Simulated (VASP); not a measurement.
# Cs3Sc2Br9 (P6_3/mmc) in VASP: settings compared, part 2 of 2

VASP 6.6.1. The steps go on from the part before.

**3. Electric field gradients, r2SCAN**

Contents of POSCAR:

```
Cs3Sc2Br9
1.0
    7.7545791944      0.0000000000      0.0000000000
   -3.8772895972      6.7156625780      0.0000000000
    0.0000000000      0.0000000000     19.4394394995
Cs Sc Br
6 4 18
Direct
    0.6666666667      0.3333333333      0.5747769200
    0.3333333333      0.6666666667      0.4252230800
    0.3333333333      0.6666666667      0.0747769200
    0.6666666667      0.3333333333      0.9252230800
    0.0000000000      0.0000000000      0.7500000000
    0.0000000000      0.0000000000      0.2500000000
    0.6666666667      0.3333333333      0.1556993600
    0.3333333333      0.6666666667      0.8443006400
    0.3333333333      0.6666666667      0.6556993600
    0.6666666667      0.3333333333      0.3443006400
    0.3397459800      0.1698729900      0.0880813700
    0.6602540200      0.8301270100      0.9119186300
    0.8301270100      0.1698729900      0.0880813700
    0.6602540200      0.8301270100      0.5880813700
    0.1698729900      0.8301270100      0.9119186300
    0.3397459800      0.1698729900      0.4119186300
    0.8301270100      0.6602540200      0.0880813700
    0.1698729900      0.8301270100      0.5880813700
    0.1698729900      0.3397459800      0.9119186300
    0.8301270100      0.1698729900      0.4119186300
    0.1698729900      0.3397459800      0.5880813700
    0.8301270100      0.6602540200      0.4119186300
    0.0220491900      0.5110245950      0.7500000000
    0.9779508100      0.4889754050      0.2500000000
    0.4889754050      0.5110245950      0.7500000000
    0.5110245950      0.4889754050      0.2500000000
    0.4889754050      0.9779508100      0.7500000000
    0.5110245950      0.0220491900      0.2500000000
```

Contents of INCAR.step1:

```
PREC = Accurate ; ENCUT = 520
ISMEAR = -1 ; SIGMA = 0.02
LREAL = Auto ; LASPH = True
NELM = 80 ; NBANDS = 132
GGA = PE ; ALGO = Normal
EDIFF = 1E-4 ; LWAVE = True
LCHARG = False ; LUSENCCL = False
```

Contents of INCAR.step2:

```
PREC = Accurate ; ENCUT = 520
EDIFF = 1E-8 ; ISMEAR = -1
SIGMA = 0.02 ; LREAL = Auto
LASPH = True ; NELM = 80
ALGO = Normal ; ISIF = 2
LWAVE = False ; LCHARG = False
METAGGA = R2SCAN ; LMIXTAU = True
LEFG = True ; NBANDS = 132
ISTART = 1 ; LUSENCCL = False
```

Contents of KPOINTS:

```
Automatic mesh
0
Gamma
  4 4 2
```

Potentials or basis: VASP PAW PBE potentials, release 64 (Cs_sv, Sc_sv, Br).

Run with:

```bash
> cat potpaw_PBE.64/Cs_sv/POTCAR potpaw_PBE.64/Sc_sv/POTCAR potpaw_PBE.64/Br/POTCAR > POTCAR
> cp INCAR.step1 INCAR
> mpirun -np 1 vasp_std > vasp.out
> cp INCAR.step2 INCAR
> mpirun -np 1 vasp_std > vasp.out
```

OUTCAR:

```text
PREC = Accurate
   ENCUT = 520
   EDIFF = 1E-8
   ISMEAR = -1
   LREAL = Auto
   LASPH = True
   NELM = 80
   ISIF = 2
   METAGGA = R2SCAN
   ISTART = 1

 ion  position               nearest neighbor table
   1  0.667  0.333  0.575-
   2  0.333  0.667  0.425-
   3  0.333  0.667  0.075-
   4  0.667  0.333  0.925-
   5  0.000  0.000  0.750-
   6  0.000  0.000  0.250-
   7  0.667  0.333  0.156-  13 2.56  17 2.56  11 2.56  28 2.78  24 2.78  26 2.78
   8  0.333  0.667  0.844-  15 2.56  19 2.56  12 2.56  27 2.78  23 2.78  25 2.78
   9  0.333  0.667  0.656-  18 2.56  21 2.56  14 2.56  27 2.78  23 2.78  25 2.78
  10  0.667  0.333  0.344-  20 2.56  22 2.56  16 2.56  28 2.78  24 2.78  26 2.78
  11  0.340  0.170  0.088-   7 2.56
  12  0.660  0.830  0.912-   8 2.56
  13  0.830  0.170  0.088-   7 2.56
  14  0.660  0.830  0.588-   9 2.56
  15  0.170  0.830  0.912-   8 2.56
  16  0.340  0.170  0.412-  10 2.56
  17  0.830  0.660  0.088-   7 2.56
  18  0.170  0.830  0.588-   9 2.56
  19  0.170  0.340  0.912-   8 2.56
  20  0.830  0.170  0.412-  10 2.56
  21  0.170  0.340  0.588-   9 2.56
  22  0.830  0.660  0.412-  10 2.56
  23  0.022  0.511  0.750-   8 2.78   9 2.78
  24  0.978  0.489  0.250-   7 2.78  10 2.78
  25  0.489  0.511  0.750-   8 2.78   9 2.78
  26  0.511  0.489  0.250-   7 2.78  10 2.78
  27  0.489  0.978  0.750-   8 2.78   9 2.78
  28  0.511  0.022  0.250-   7 2.78  10 2.78

  LATTYP: Found a hexagonal cell.
 ALAT       =     7.7545791944
 C/A-ratio  =     2.5068335769

  Lattice vectors:

 A1 = (   7.7545791944,   0.0000000000,   0.0000000000)
 A2 = (  -3.8772895972,   6.7156625780,   0.0000000000)
 A3 = (   0.0000000000,   0.0000000000,  19.4394394995)

Analysis of symmetry for initial positions (statically):
=====================================================================
 Subroutine PRICEL returns:
 Original cell was already a primitive cell.

 Routine SETGRP: Setting up the symmetry group for a
 hexagonal supercell.

 Subroutine GETGRP returns: Found 24 space group operations
 (whereof 12 operations were pure point group operations)
 out of a pool of 24 trial point group operations.

The static configuration has the point symmetry D_3d.
 The point group associated with its full space group is D_6h.

Analysis of symmetry for dynamics (positions and initial velocities):
=====================================================================
 Subroutine PRICEL returns:
 Original cell was already a primitive cell.

 Routine SETGRP: Setting up the symmetry group for a
 hexagonal supercell.

 Subroutine GETGRP returns: Found 24 space group operations
 (whereof 12 operations were pure point group operations)
 out of a pool of 24 trial point group operations.

The dynamic configuration has the point symmetry D_3d.
 The point group associated with its full space group is D_6h.

 Subroutine INISYM returns: Found 24 space group operations
 (whereof 12 operations are pure point group operations),
 and found     1 'primitive' translations

[... 161 lines left out ...]
  energy-cutoff  :      520.00
  volume of cell :     1012.35
 maximum number of plane-waves:     27281
 NGX is ok and might be reduce to    60
   NGX = 29   NGY = 29   NGZ = 73

 number of electron     224.0000007 magnetization

 Free energy of the ion-electron system (eV)
  ---------------------------------------------------
  ext. energy  EPLUGINS =         0.00000000
  ---------------------------------------------------
  free energy    TOTEN  =      -492.45754372 eV

  energy without entropy =     -492.45754372  energy(sigma->0) =     -492.45754372

 E-fermi :  -0.2203     XC(G=0):  -8.3053

 val. band max:       -0.7652269701   @ k =   0.0000   0.0000   0.0000
 cond. band min:       2.6066429614   @ k =   0.0000   0.0000   0.0000
 fundamental gap:      3.3718699315
 Fermi energy:        -0.2202685363

 k-point     1 :       0.0000    0.0000    0.0000
  band No.  band energies     occupation
      1     -51.4558      2.00000
      2     -51.4558      2.00000
      3     -51.4535      2.00000
      4     -51.4534      2.00000
      5     -29.1295      2.00000
      6     -29.1295      2.00000
[... 1005 lines left out ...]
    123       3.3836      0.00000
    124       3.3836      0.00000
 [bands above 124 left out]

------------------------ aborting loop because EDIFF is reached ----------------------------------------

  FORCE on cell =-STRESS in cart. coord.  units (eV):
  Direction    XX          YY          ZZ          XY          YZ          ZX
  --------------------------------------------------------------------------------------
  -------------------------------------------------------------------------------------
  Total       -0.0438559     -0.0438559     -0.0136139      0.0000000      0.0000000      0.0000000
  in kB       -0.0694077     -0.0694077     -0.0215457      0.0000000      0.0000000      0.0000000
  external PRESSURE =      -0.0534537 kB  Pullay stress =       0.0000000 kB

 VOLUME and BASIS-vectors are now :
 -----------------------------------------------------------------------------
  energy-cutoff  :      520.00
  volume of cell :     1012.35
      direct lattice vectors                 reciprocal lattice vectors
     7.754579194  0.000000000  0.000000000     0.128956063  0.074452817 -0.000000000
    -3.877289597  6.715662578  0.000000000     0.000000000  0.148905635  0.000000000
     0.000000000  0.000000000 19.439439500     0.000000000 -0.000000000  0.051441812

 POSITION                                       TOTAL-FORCE (eV/Angst)
 -----------------------------------------------------------------------------------
      3.87729      2.23855     11.17334         0.000000     -0.000000      0.009589
     -0.00000      4.47711      8.26610         0.000000     -0.000000     -0.009589
     -0.00000      4.47711      1.45362         0.000000     -0.000000      0.009589
      3.87729      2.23855     17.98582         0.000000     -0.000000     -0.009589
      0.00000      0.00000     14.57958         0.000000     -0.000000      0.000000
      0.00000      0.00000      4.85986         0.000000     -0.000000      0.000000
[... 20 lines left out ...]
     -0.00000      6.56759     14.57958         0.000000      0.009776      0.000000
      3.87729      0.14807      4.85986         0.000000     -0.009776      0.000000
 -----------------------------------------------------------------------------------
    total drift:                               -0.000002      0.000000      0.000000

  FREE ENERGIE OF THE ION-ELECTRON SYSTEM (eV)
  ---------------------------------------------------
  free  energy   TOTEN  =      -492.4575437164 eV

  energy  without entropy=     -492.4575437164  energy(sigma->0) =     -492.45754372

 Electric field gradients (V/A^2)
---------------------------------------------------------------------
 ion       V_xx      V_yy      V_zz      V_xy      V_xz      V_yz
---------------------------------------------------------------------
   1     -12.229   -12.230    24.459    -0.001    -0.000     0.000
   2     -12.229   -12.230    24.459    -0.001    -0.000     0.000
   3     -12.229   -12.230    24.459    -0.001     0.000    -0.000
   4     -12.229   -12.230    24.459    -0.001     0.000    -0.000
   5       6.714     6.713   -13.427    -0.001     0.000     0.000
   6       6.714     6.713   -13.427    -0.001    -0.000    -0.000
[... 20 lines left out ...]
  27    -117.051    80.171    36.880    -0.000    -0.000    -0.000
  28    -117.051    80.171    36.880    -0.000     0.000     0.000
---------------------------------------------------------------------

 Electric field gradients after diagonalization (V/A^2)
 (convention: |V_zz| > |V_xx| > |V_yy|)
----------------------------------------------------------------------
 ion       V_xx      V_yy      V_zz     asymmetry (V_yy - V_xx)/ V_zz
----------------------------------------------------------------------
   1     -12.230   -12.228    24.459       0.000
   2     -12.230   -12.228    24.459       0.000
   3     -12.230   -12.228    24.459       0.000
   4     -12.230   -12.228    24.459       0.000
   5       6.714     6.713   -13.427       0.000
   6       6.714     6.713   -13.427       0.000
[... 20 lines left out ...]
  27      80.171    36.880  -117.051       0.370
  28      80.171    36.880  -117.051       0.370
----------------------------------------------------------------------

           NMR quadrupolar parameters

 Cq : quadrupolar parameter    Cq=e*Q*V_zz/h
 eta: asymmetry parameters     (V_yy - V_xx)/ V_zz
 Q  : nuclear electric quadrupole moment in mb (millibarn)
----------------------------------------------------------------------
 ion       Cq(MHz)       eta       Q (mb)
----------------------------------------------------------------------
   1       0.059       0.000       1.000
   2       0.059       0.000       1.000
   3       0.059       0.000       1.000
   4       0.059       0.000       1.000
   5      -0.032       0.000       1.000
   6      -0.032       0.000       1.000
[... 20 lines left out ...]
  27      -0.283       0.370       1.000
  28      -0.283       0.370       1.000
----------------------------------------------------------------------
```

Run time: 6.9 min. Hardware: 1 × NVIDIA H100 80GB with 1 thread of AMD EPYC 7R13 (Zen 3), shared host; peak memory 2.3 GiB.

What came out:

* Free energy: -492.4575 eV
* Pressure: 0.0 GPa
* Largest force: 0.010 eV/Å
* Band gap on the k mesh: 3.37 eV
* Largest electric field gradient by atom: Cs +24.5, -13.4 (each value once); Sc +5.4; Br +79.8, -117.1 (each value once) V/Å²

Forces in eV/Å, atoms in the order of the input:
```
Cs   0.000  0.000  0.010
Cs   0.000  0.000 -0.010
Cs   0.000  0.000  0.010
Cs   0.000  0.000 -0.010
Cs   0.000  0.000  0.000
Cs   0.000  0.000  0.000
Sc   0.000  0.000 -0.003
Sc   0.000  0.000  0.003
Sc   0.000  0.000 -0.003
Sc   0.000  0.000  0.003
Br   0.001  0.001  0.005
Br  -0.001 -0.001 -0.005
Br  -0.001  0.001  0.005
Br  -0.001 -0.001  0.005
Br   0.001 -0.001 -0.005
Br   0.001  0.001 -0.005
Br   0.000 -0.001  0.005
Br   0.001 -0.001  0.005
Br   0.000  0.001 -0.005
Br  -0.001  0.001 -0.005
Br   0.000  0.001  0.005
Br   0.000 -0.001 -0.005
Br  -0.008 -0.005  0.000
Br   0.008  0.005  0.000
Br   0.008 -0.005  0.000
Br  -0.008  0.005  0.000
Br   0.000  0.010  0.000
Br   0.000 -0.010  0.000
```

Electric field gradients, principal values (V/Å²):
```
 atom    least   middle  greatest (by size)
 1 Cs  -12.228  -12.230              24.459
 2 Cs  -12.228  -12.230              24.459
 3 Cs  -12.228  -12.230              24.459
 4 Cs  -12.228  -12.230              24.459
 5 Cs    6.713    6.714             -13.427
 6 Cs    6.713    6.714             -13.427
 7 Sc   -2.722   -2.724               5.446
 8 Sc   -2.722   -2.724               5.446
 9 Sc   -2.722   -2.724               5.446
10 Sc   -2.722   -2.724               5.446
11 Br  -38.921  -40.874              79.795
12 Br  -38.921  -40.874              79.795
13 Br  -38.921  -40.874              79.795
14 Br  -38.921  -40.874              79.795
15 Br  -38.921  -40.874              79.795
16 Br  -38.921  -40.874              79.795
17 Br  -38.921  -40.874              79.795
18 Br  -38.921  -40.874              79.795
19 Br  -38.921  -40.874              79.795
20 Br  -38.921  -40.874              79.795
21 Br  -38.921  -40.874              79.795
22 Br  -38.921  -40.874              79.795
23 Br   36.880   80.171            -117.051
24 Br   36.880   80.171            -117.051
25 Br   36.880   80.171            -117.052
26 Br   36.880   80.171            -117.052
27 Br   36.880   80.171            -117.051
28 Br   36.880   80.171            -117.051
```

Caveat: without QUAD_EFG the Cq values of the log hold for a quadrupole moment of 1 mb, not for the nuclei; the PAW data sets were made with another functional, which shifts forces and pressure a little; spin-orbit coupling is left out, which moves the levels of the heavy elements. A k mesh can miss the band edges.
